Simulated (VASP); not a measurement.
KBr, 2 atoms in the cell. The structure is tetragonal, space group I4/mmm (No. 139). The conventional cell has a = 4.442 Å, b = 4.442 Å, c = 6.479 Å, α = 90.00°, β = 90.00°, γ = 90.00°. K (site symmetry 4/mmm) has 6 Br at 3.14 to 3.24 Å within 4.1 Å. Within 4.1 Å of Br (site symmetry 4/mmm) lie 6 K at 3.14 to 3.24 Å.  This cell differs from its parent crystal: strained.

* Program: VASP 6.6.1
* Task: single point
* Functional: PBE
* Potentials or basis: VASP PAW PBE potentials, release 64 (K_sv, Br)
* Cutoff: 520 eV
* k mesh: 6 × 6 × 6
* Occupations: gaussian, width 0.02 eV
* Spin: no spin polarisation
* Dipole correction: no
* Further INCAR settings: ALGO = Normal; EDIFF = 1e-06; NBANDS = 15

Potentials or basis: VASP PAW PBE potentials, release 64 (K_sv, Br).

Command:

```bash
$ cat potpaw_PBE.64/K_sv/POTCAR potpaw_PBE.64/Br/POTCAR > POTCAR
$ mpirun -np 1 vasp_std > vasp.out
```

Hardware: 1 thread of Intel(R) Xeon(R) 6975P-C (Granite Rapids) (shared host).

Problem. How long does it take, and how much memory?

Solution. Wall time 12 s on 1 thread of Intel(R) Xeon(R) 6975P-C (Granite Rapids) (shared host), peak memory 0.21 GiB. Counts: scf iterations 12, k points 30.
